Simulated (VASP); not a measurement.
Input of a VASP 6.6.1 run:

The input INCAR:

```
SYSTEM = In2GeO3
PREC     = Accurate       ! precision mode
ENCUT    = 600            ! plane-wave cutoff, eV
EDIFF    = 1E-6           ! SCF threshold, eV
ISMEAR   = 0              ! smearing method
SIGMA    = 0.1            ! smearing width, eV
LREAL    = .FALSE.        ! projectors in reciprocal space
LASPH    = .TRUE.         ! aspherical terms in the spheres
NELM     = 60             ! most SCF steps
ALGO     = Normal         ! electronic algorithm
ISIF     = 3              ! what is computed and relaxed
LWAVE    = .FALSE.        ! write WAVECAR
LCHARG   = .FALSE.        ! write CHGCAR
GGA      = PE             ! functional
IBRION   = 2              ! ionic algorithm
NSW      = 90             ! ionic steps
EDIFFG   = -0.04          ! ionic threshold
```

Contents of KPOINTS:

```
regular mesh
0
G
  6 6 2
  0 0 0
```

The input POSCAR:

```
In2GeO3
1.0
    3.5504629900      0.0000000000      0.0000000000
    0.0000000000      3.5504629900      0.0000000000
    0.0000000000      0.0000000000      7.8220033200
In Ge O
2 1 3
Direct
    0.0000000000      0.5000000000      0.7315000300
    0.5000000000      0.0000000000      0.2684999700
    0.0000000000      0.0000000000      0.0000000000
    0.0000000000      0.5000000000      0.3835000100
    0.5000000000      0.0000000000      0.6164999900
    0.5000000000      0.5000000000      0.0000000000
```

Potentials or basis: VASP PAW PBE potentials, release 64 (In_d, Ge_d, O).

The run is started by

```sh
$ cat potpaw_PBE.64/In_d/POTCAR potpaw_PBE.64/Ge_d/POTCAR potpaw_PBE.64/O/POTCAR > POTCAR
$ mpirun -np 1 vasp_std > vasp.out
```

(1) Estimate the relaxed cell.

(2) Estimate the band gap on the k mesh.

(3) Estimate the space group after relaxing (to 0.1 Å).

(4) Predict the relaxed volume.

## Answers

(1) a = 3.215 Å, b = 3.215 Å, c = 8.065 Å, α = 90.00°, β = 90.00°, γ = 90.00°.

(2) zero (bands 29 and 30 overlap by 0.18 eV).

(3) P-4m2 (No. 115).

(4) 13.89 Å³/atom.

Caveat: the k points lie up to 0.39 Å⁻¹ apart in the final cell; the volume moved by over 15 % at a fixed basis, so the end points are rough; spin-orbit coupling is left out, which moves the levels of the heavy elements.
